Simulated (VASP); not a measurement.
A run of VASP 6.6.1 is set up as follows.

INCAR

```
SYSTEM = Ga
  PREC = Accurate
  ENCUT = 520
  EDIFF = 1E-6
  ISMEAR = 0
  SIGMA = 0.1
  LREAL = .False.
  LASPH = .True.
  NELM = 60
  ALGO = Fast
  ISIF = 2
  LWAVE = .False.
  LCHARG = .False.
  GGA = PE
  IVDW = 12
  NBANDS = 34
```

Contents of KPOINTS:

```
regular mesh
0
Gamma
  10 10 10
  0 0 0
```

The input POSCAR:

```
Ga
1.0
    3.8530311712     -2.2958967994      0.0000000000
    3.8530311712      2.2958967994      0.0000000000
    0.0000000000      0.0000000000      4.5648303710
Ga
4
Direct
    0.9862874602      0.3371038018      0.2500000000
    0.3371038018      0.9862874602      0.7500000000
    0.0137125398      0.6628961982      0.7500000000
    0.6628961982      0.0137125398      0.2500000000
```

Potentials or basis: VASP PAW PBE potentials, release 64 (Ga_d).

Run with:

```bash
$ cat potpaw_PBE.64/Ga_d/POTCAR > POTCAR
$ mpirun -np 1 vasp_std > vasp.out
```

Q: Estimate the pressure.

A: 0.0 GPa.

Q: Predict the dispersion energy per atom.

A: -0.286 eV.

Q: Predict the band gap on the k mesh.

A: Zero (bands 26 and 27 overlap by 0.82 eV).
